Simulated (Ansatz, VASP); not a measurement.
One calculation of NiO, two programs

Contents of INCAR:

```
PREC     = Accurate       # precision mode
ENCUT    = 520            # plane-wave cutoff, eV
EDIFF    = 1E-6           # SCF threshold, eV
ISMEAR   = 0              # smearing method
SIGMA    = 0.1            # smearing width, eV
LREAL    = False          # projectors in reciprocal space
LASPH    = True           # aspherical terms in the spheres
NELM     = 150            # most SCF steps
ALGO     = Normal         # electronic algorithm
ISIF     = 2              # what is computed and relaxed
LWAVE    = False          # write WAVECAR
LCHARG   = False          # write CHGCAR
ISPIN    = 2              # spin polarisation
MAGMOM   = -1.51 -1.51 -0.41 -0.41 # initial moments
LORBIT   = 11             # projections on sites
LMAXMIX  = 4              # l up to which the mixer works
GGA      = PE             # functional
NBANDS   = 28             # bands
```

Contents of KPOINTS:

```
Automatic mesh
0
Gamma
  18 18 10
```

POSCAR

```
NiO
1.0
    2.8416273336      0.0000000000      0.0000000000
   -1.4208136668      2.4609214590      0.0000000000
    0.0000000000      0.0000000000      5.3630983784
Ni O
2 2
Direct
    0.6666666667      0.3333333333      0.7500000000
    0.3333333333      0.6666666667      0.2500000000
    0.0000000000      0.0000000000      0.0000000000
    0.0000000000      0.0000000000      0.5000000000
```

Input for Ansatz:

```yaml
crystal:
  lattice:
    - [2.8416273336, 0.0, 0.0]
    - [-1.4208136668, 2.460921459, 0.0]
    - [0.0, 0.0, 5.3630983784]
  atoms:
    - { symbol: Ni, position: [0.6666666667, 0.3333333333, 0.75], spin: -1.51 }
    - { symbol: Ni, position: [0.3333333333, 0.6666666667, 0.25], spin: -1.51 }
    - { symbol: O, position: [0.0, 0.0, 0.0], spin: -0.41 }
    - { symbol: O, position: [0.0, 0.0, 0.5], spin: -0.41 }
basis:
  ecutwfc: 420
kpoints:
  mp_grid: { grid: [18, 18, 10] }
  band_path:
    path:
      - [[0.0, 0.0, 0.0], [0.5, 0.0, 0.0], [0.33333333, 0.33333333, 0.0], [0.0, 0.0, 0.0], [0.0, 0.0, 0.5], [0.5, 0.0, 0.5], [0.33333333, 0.33333333, 0.5], [0.0, 0.0, 0.5]]
      - [[0.5, 0.0, 0.5], [0.5, 0.0, 0.0]]
      - [[0.33333333, 0.33333333, 0.5], [0.33333333, 0.33333333, 0.0]]
    npoints: 14
hamiltonian:
  xc: pbe
scf:
  occupations: { method: gaussian, width: 0.1 }
  n_extra_bands: 10
output:
  forces: true
  stress: true
  eigenvalues: true
  populations: true
  dos: { projected: true, de: 0.02, nscf_kmesh: { grid: [22, 22, 12] } }
  bader: true
  write_density: true
  write_potential: true
  elf: true
  volumetric_format: npy
magnetization:
  spin_polarized: true
checkpoint:
  read: start.run
  write: ck
  compress: false
  write_wavefunctions: false
  write_every: 100000
```

Alike in both runs: task single point; functional PBE; k mesh 18 × 18 × 10; occupations gaussian, width 0.1 eV; collinear spin.

|  | VASP | Ansatz |
| --- | --- | --- |
| version | VASP 6.6.1 | Ansatz 0.2.0 |
| potentials or method | VASP PAW PBE potentials, release 64 (Ni, O), cutoff 520 eV | scalar-relativistic, plane waves, PAW |
| valence electrons in the cell | 32 | 48 |

|  | VASP | Ansatz | Ansatz less VASP |
| --- | --- | --- | --- |
| gap on the k mesh at the Fermi level (eV) | none | none | - |
| pressure (GPa) | -0.2 | 0.0 | +0.19 |
| traceless stress, the component that is largest in VASP (GPa) | -0.06 | 0.01 | +0.072 |
| net moment per atom (μB) | 0.86 | 0.89 | +0.028 |
| size of the moment on the site where the two differ most (μB) | 1.34 | 1.37 | +0.032 |

Site moments also hang on the region over which each program counts them. A gap of «none» marks a metal or a gap that the smearing closes. VASP's potentials hold 32 valence electrons a cell and Ansatz's 48, so a difference there can come from the potentials and not from the codes. Ansatz's warnings: saved state not lowest, stability check not made.
